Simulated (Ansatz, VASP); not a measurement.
# Two plane-wave programs on GaCo

INCAR

```
ALGO = Normal
EDIFF = 1E-6
ENCUT = 520
GGA = PE
ISIF = 2
ISMEAR = 0
ISPIN = 2
LASPH = T
LCHARG = F
LMAXMIX = 4
LORBIT = 11
LREAL = F
LWAVE = F
MAGMOM = 0 3
NBANDS = 22
NELM = 150
PREC = Accurate
SIGMA = 0.1
```

File KPOINTS:

```
k-points
0
Gamma
  6 6 6
```

The input POSCAR:

```
GaCo
1.0
    2.8780000000      0.0000000000      0.0000000000
    0.0000000000      2.8780000000      0.0000000000
    0.0000000000      0.0000000000      2.8780000000
Ga Co
1 1
Direct
    0.5000000000      0.5000000000      0.5000000000
    0.0000000000      0.0000000000      0.0000000000
```

Input for Ansatz:

```yaml
crystal:
  lattice:
    - [2.878, 0.0, 0.0]
    - [0.0, 2.878, 0.0]
    - [0.0, 0.0, 2.878]
  atoms:
    - { symbol: Ga, position: [0.5, 0.5, 0.5] }
    - { symbol: Co, position: [0.0, 0.0, 0.0], spin: 3.0 }
basis:
  ecutwfc: 420
kpoints:
  mp_grid: { grid: [6, 6, 6] }
hamiltonian:
  xc: pbe
scf:
  occupations: { method: gaussian, width: 0.1 }
  lower_state_search: "off"
output:
  forces: true
  stress: true
  eigenvalues: true
  populations: true
magnetization:
  spin_polarized: true
```

Alike in both runs: task single point; functional PBE; k mesh 6 × 6 × 6; occupations gaussian, width 0.1 eV; collinear spin.

|  | VASP | Ansatz |
| --- | --- | --- |
| version | VASP 6.6.1 | Ansatz 0.2.0 |
| potentials or method | VASP PAW PBE potentials, release 64 (Ga_d, Co), cutoff 520 eV | scalar-relativistic, plane waves, PAW |
| valence electrons in the cell | 22 | 30 |

Ansatz gave:

- gap on the k mesh at the Fermi level (eV): none
- pressure (GPa): 0.9
- net moment per atom (μB): 0.12
- size of the moment on the site where the two differ most (μB): 0.29

Q: What did VASP give for the same quantities?

A: gap on the k mesh at the Fermi level (eV): none; pressure (GPa): 1.2; net moment per atom (μB): 0.12; size of the moment on the site where the two differ most (μB): 0.28.

Site moments also hang on the region over which each program counts them. A gap of «none» marks a metal or a gap that the smearing closes. VASP's potentials hold 22 valence electrons a cell and Ansatz's 30, so a difference there can come from the potentials and not from the codes. Ansatz's warnings: seeded moment not kept.

The k mesh is coarse, so the values compare programs but aren't converged.
